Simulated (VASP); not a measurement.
Runs of VASP 6.6.1 on MgO. The structure is that of space group Fm-3m (No. 225), or close to it. The cells are those of the table. 

```tsv
level	potentials or basis	cell	cutoff (eV)	smearing	second run	gap on the mesh (eV)	pressure (GPa)
r2SCAN	VASP PAW PBE potentials, release 64 (Mg, O)	a = 2.954, b = 2.954, c = 2.826 Å, angles 61.4, 61.4, 57.2°, 2 atoms	520	gaussian 0.01 eV	-	(b)	14.7
PBE	VASP PAW PBE potentials, release 64 (Mg, O)	a = 2.954, b = 2.954, c = 2.826 Å, angles 61.4, 61.4, 57.2°, 2 atoms	520	fermi-dirac 0.02 eV	-	(a)	21.0
r2SCAN	VASP PAW PBE potentials, release 64 (Mg, O)	a = 2.972 Å, angles 59.8°, 2 atoms	520	gaussian 0.01 eV	-	5.70	-0.2
r2SCAN	VASP PAW PBE potentials, release 64 (Mg_sv, O)	a = 2.954, b = 2.954, c = 2.826 Å, angles 61.4, 61.4, 57.2°, 2 atoms	660	gaussian 0.01 eV	valence_matched	6.28	15.5
PBE	VASP PAW PBE potentials, release 64 (Mg, O)	a = 2.972 Å, angles 59.8°, 2 atoms	520	fermi-dirac 0.02 eV	-	4.82	5.9
```

Alike in all rows: task single point; no spin polarisation; k mesh 10 × 10 × 10.

Task: Estimate the missing entries.

Result: (a) 5.33; (b) 6.22.

Caveats: the PAW data sets were made with another functional, which shifts forces and pressure a little (some runs).

The runs don't all hold the same shells in valence.
